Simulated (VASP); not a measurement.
## Zr2N: relaxation of cell and atoms with PBEsol

Zr2N:

```
Zr N
1.0
     5.41300    0.00000    0.00000
     0.00000    5.41300    0.00000
     0.00000    0.00000    3.30779
Zr N
4 2
Direct
  0.29613 0.29613 0.00000
  0.70387 0.70387 0.00000
  0.79613 0.20387 0.50000
  0.20387 0.79613 0.50000
  0.00000 0.00000 0.00000
  0.50000 0.50000 0.50000
```

* Program: VASP 6.6.1
* Task: relaxation of cell and atoms
* Functional: PBEsol
* Potentials or basis: VASP PAW PBE potentials, release 64 (Zr_sv, N)
* Cutoff: 600 eV
* k mesh: 8 × 8 × 10
* Occupations: gaussian, width 0.1 eV
* Spin: no spin polarisation
* Dipole correction: no
* Further INCAR settings: ALGO = Normal; EDIFF = 1e-07; IBRION = 2; EDIFFG = -0.01; NSW = 80; ISIF = 3

```
Relaxed volume                        : 15.74 Å³/atom
Relaxed cell                          : a = 5.371 Å, b = 5.371 Å, c = 3.273 Å, α = 90.00°, β = 90.00°, γ = 90.00°
Space group after relaxing (to 0.1 Å) : P4_2/mnm (No. 136)
Energy gained by relaxing             : 6.3 meV/atom
Ionic steps                           : 5
Pressure after relaxing               : 0.0 GPa
Band gap on the k mesh                : zero (bands 29 and 30 overlap by 2.59 eV)
```

Step by step:
| step | energy change (eV) | largest force (eV/Å) | pressure (GPa) | volume (Å³) |
| --- | --- | --- | --- | --- |
| 1 | 0.0000 | 0.0586 | -4.69 | 96.92 |
| 2 | 0.0733 | 0.1463 | 9.08 | 90.43 |
| 3 | -0.0375 | 0.0061 | -0.06 | 94.48 |
| 4 | -0.0375 | 0.0075 | 0.04 | 94.43 |
| 5 | -0.0375 | 0.0011 | 0.03 | 94.44 |

Final structure:
```
Zr N
1.0
     5.37134    0.00000    0.00000
     0.00000    5.37134    0.00000
     0.00000    0.00000    3.27320
Zr N
4 2
Direct
  0.29622 0.29622 0.00000
  0.70378 0.70378 0.00000
  0.79622 0.20378 0.50000
  0.20378 0.79622 0.50000
  0.00000 0.00000 0.00000
  0.50000 0.50000 0.50000
```

Levels at points of the mesh, in eV from the Fermi level:
```csv
k point,band 25,band 26,band 27,band 28,band 29,band 30,band 31,band 32,band 33,band 34
"(0.00, 0.00, 0.00)",-3.29,-1.99,0.37,0.57,0.78,1.05,1.05,1.29,1.41,1.41
"(0.50, 0.00, 0.00)",-1.99,-1.99,-0.97,-0.97,1.47,1.47,1.54,1.54,1.77,1.77
"(0.50, 0.50, 0.00)",-1.47,-1.47,-1.10,-1.10,0.95,0.95,1.36,1.36,1.65,1.65
"(0.00, 0.00, 0.50)",-1.14,-1.14,-1.13,-1.13,-1.12,-1.12,1.96,1.96,3.14,3.14
"(0.50, 0.00, 0.50)",-1.82,-1.82,-0.86,-0.86,-0.75,-0.75,1.55,1.55,3.42,3.42
"(0.50, 0.50, 0.50)",-1.52,-1.52,-0.93,-0.93,-0.22,-0.22,1.19,1.19,2.70,2.70
```

Wall time 33 min on 1 thread of Oxide Virtual Turin-like Processor, on a shared host, peak memory 0.41 GiB.

Caveat: the PAW data sets were made with another functional, which shifts forces and pressure a little.
